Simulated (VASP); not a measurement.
Input of a VASP 6.6.1 run:

The input INCAR:

```
SYSTEM = Ca
PREC = Accurate
ENCUT = 520
EDIFF = 1E-7
ISMEAR = -1
SIGMA = 0.1
LREAL = .False.
LASPH = .True.
NELM = 100
ALGO = Normal
ISIF = 2
LWAVE = .False.
LCHARG = .False.
NBANDS = 11
```

KPOINTS

```
regular mesh
0
Gamma
  11 11 11
  0 0 0
```

Contents of POSCAR:

```
Ca
1.0
    0.0000000000      2.6714532750      2.6714532750
    2.6714532750      0.0000000000      2.6714532750
    2.6714532750      2.6714532750      0.0000000000
Ca
1
Direct
    0.0000000000      0.0000000000      0.0000000000
```

Potentials or basis: VASP PAW LDA potentials, release 64 (Ca_sv).

Command:

```console
$ cat potpaw_LDA.64/Ca_sv/POTCAR > POTCAR
$ mpirun -np 1 vasp_std > vasp.out
```

Q: Estimate the band gap on the k mesh.

A: Zero (band 5 reaches 2.28 eV, above the bottom of band 6 at 2.19 eV).

Q: Predict the pressure.

A: 0.0 GPa.
